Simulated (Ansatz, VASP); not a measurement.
# One calculation of KI, two programs

```
K I
1.0
     0.00000    3.34832    3.70078
     3.34832    0.00000    3.70078
     3.34832    3.34832    0.00000
K I
1 1
Direct
  0.00000 0.00000 0.00000
  0.50000 0.50000 0.50000
```

Change from the starting cell: strain -0.050 along x and y, +0.050 along z, atoms carried along.

Alike in both runs: task single point; functional r2SCAN; k mesh 6 × 6 × 6; occupations gaussian, width 0.05 eV; no spin polarisation.

|  | VASP | Ansatz |
| --- | --- | --- |
| version | VASP 6.6.1 | Ansatz 0.2.0 |
| potentials or method | VASP PAW PBE potentials, release 64 (K_sv, I), cutoff 520 eV | scalar-relativistic, plane waves, PAW |
| valence electrons in the cell | 16 | 26 |

Ansatz gave:

| Property | Result |
| --- | --- |
| gap on the k mesh at the Fermi level (eV) | 4.71 |
| least direct gap on the mesh (eV) | 4.71 |
| pressure (GPa) | 1.5 |
| traceless stress, the component that is largest in VASP (GPa) | -2.24 |

Which values does VASP return?

gap on the k mesh at the Fermi level (eV): 4.70; least direct gap on the mesh (eV): 4.70; pressure (GPa): 1.5; traceless stress, the component that is largest in VASP (GPa): -2.26.

VASP's potentials were made for PBE, not for r2SCAN. VASP's potentials hold 16 valence electrons a cell and Ansatz's 26, so a difference there can come from the potentials and not from the codes.

Neither program's run includes spin-orbit coupling.
